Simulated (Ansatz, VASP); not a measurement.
## Two plane-wave programs on Pt

Contents of INCAR:

```
SYSTEM = Pt
  PREC = Accurate
  ENCUT = 600
  EDIFF = 1E-6
  ISMEAR = 0
  SIGMA = 0.1
  LREAL = .FALSE.
  LASPH = .TRUE.
  NELM = 100
  ALGO = Normal
  ISIF = 3
  LWAVE = .FALSE.
  LCHARG = .FALSE.
  GGA = PE
  IBRION = 2
  NSW = 90
  EDIFFG = -0.04
```

Contents of KPOINTS:

```
regular mesh
0
G
  8 8 8
  0 0 0
```

The input POSCAR:

```
Pt
1.0
   -1.7012089984      1.7012089984      1.3649312716
    1.7012089984     -1.7012089984      1.3649312716
    1.7012089984      1.7012089984     -1.3649312716
Pt
1
Direct
    0.5000000000      0.5000000000      0.0000000000
```

Input for Ansatz:

```yaml
crystal:
  lattice:
    - [-1.7012089984, 1.7012089984, 1.3649312716]
    - [1.7012089984, -1.7012089984, 1.3649312716]
    - [1.7012089984, 1.7012089984, -1.3649312716]
  atoms:
    - { symbol: Pt, position: [0.5, 0.5, 0.0] }
basis:
  ecutwfc: 420
kpoints:
  mp_grid: { grid: [8, 8, 8] }
hamiltonian:
  xc: pbe
scf:
  occupations: { method: gaussian, width: 0.1 }
  lower_state_search: "off"
output:
  forces: true
  stress: true
  eigenvalues: true
relax:
  adjacent_minimum: "off"
  f_tol: 0.04
  max_steps: 70
  cell: { stress_tol: 0.4 }
```

Alike in both runs: task relaxation of cell and atoms; functional PBE; k mesh 8 × 8 × 8; occupations gaussian, width 0.1 eV; no spin polarisation.

|  | VASP | Ansatz |
| --- | --- | --- |
| version | VASP 6.6.1 | Ansatz 0.2.0 |
| potentials or method | VASP PAW PBE potentials, release 64 (Pt), cutoff 600 eV | scalar-relativistic, plane waves, PAW |
| valence electrons in the cell | 10 | 18 |

|  | VASP | Ansatz | Ansatz less VASP |
| --- | --- | --- | --- |
| gap on the k mesh at the Fermi level, each at its own relaxed structure (eV) | none | none | - |
| relaxed volume (Å³/atom) | 15.86 | 15.89 | +0.029 |
| relaxed cell length with the largest relative difference (Å) | 2.770 | 2.771 | +0.0017 |

A gap of «none» marks a metal or a gap that the smearing closes. VASP's potentials hold 10 valence electrons a cell and Ansatz's 18, so a difference there can come from the potentials and not from the codes.

The k mesh is coarse, so the values compare programs but aren't converged. Spin-orbit coupling is off throughout.
